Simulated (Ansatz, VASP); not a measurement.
Au: VASP beside Ansatz

File INCAR:

```
SYSTEM = Au
PREC = Accurate
ENCUT = 520
EDIFF = 1E-6
ISMEAR = -1
SIGMA = 0.1
LREAL = .False.
LASPH = .True.
NELM = 80
ALGO = Normal
ISIF = 2
LWAVE = .False.
LCHARG = .False.
GGA = CA
NBANDS = 12
```

File KPOINTS:

```
regular mesh
0
Gamma
  17 17 17
  0 0 0
```

POSCAR

```
Au
1.0
   -1.3928515339      1.3928515339      1.3928515339
    1.3928515339     -1.3928515339      1.3928515339
    1.3928515339      1.3928515339     -1.3928515339
Au
1
Direct
    0.0000000000      0.0000000000      0.0000000000
```

Input for Ansatz:

```yaml
crystal:
  lattice:
    - [-1.3928515339, 1.3928515339, 1.3928515339]
    - [1.3928515339, -1.3928515339, 1.3928515339]
    - [1.3928515339, 1.3928515339, -1.3928515339]
  atoms:
    - { symbol: Au, position: [0.0, 0.0, 0.0] }
kpoints:
  mp_grid: { grid: [17, 17, 17] }
scf:
  occupations: { method: fermi_dirac, width: 0.1 }
hamiltonian:
  xc: lda
  pseudopotentials: { kind: all_electron, lapw: { basis_error: 0.001 } }
output:
  forces: true
  stress: true
  eigenvalues: true
  populations: true
```

Change from the starting cell: volume scaled by 0.65, LAPW.

Alike in both runs: task single point; functional LDA; k mesh 17 × 17 × 17; occupations fermi-dirac, width 0.1 eV; no spin polarisation.

|  | VASP | Ansatz |
| --- | --- | --- |
| version | VASP 6.6.1 | Ansatz 0.2.0 |
| potentials or method | VASP PAW LDA potentials, release 64 (Au), cutoff 520 eV | all-electron LAPW, scalar-relativistic |

Ansatz gave:

| Quantity | Value |
| --- | --- |
| pressure (GPa) | 267.4 |

**Question.** Which values does VASP return?

**Answer.** Pressure (GPa): 272.1.

LDA's correlation is that of Perdew and Zunger in VASP and of Perdew and Wang (1992) in Ansatz. Both programs put the cell under a high pressure, so it lies far from rest at this level. Ansatz ran all-electron here, and VASP with PAW potentials.

Spin-orbit coupling is off throughout. Noted on VASP's run: the cell as given lies far from equilibrium.
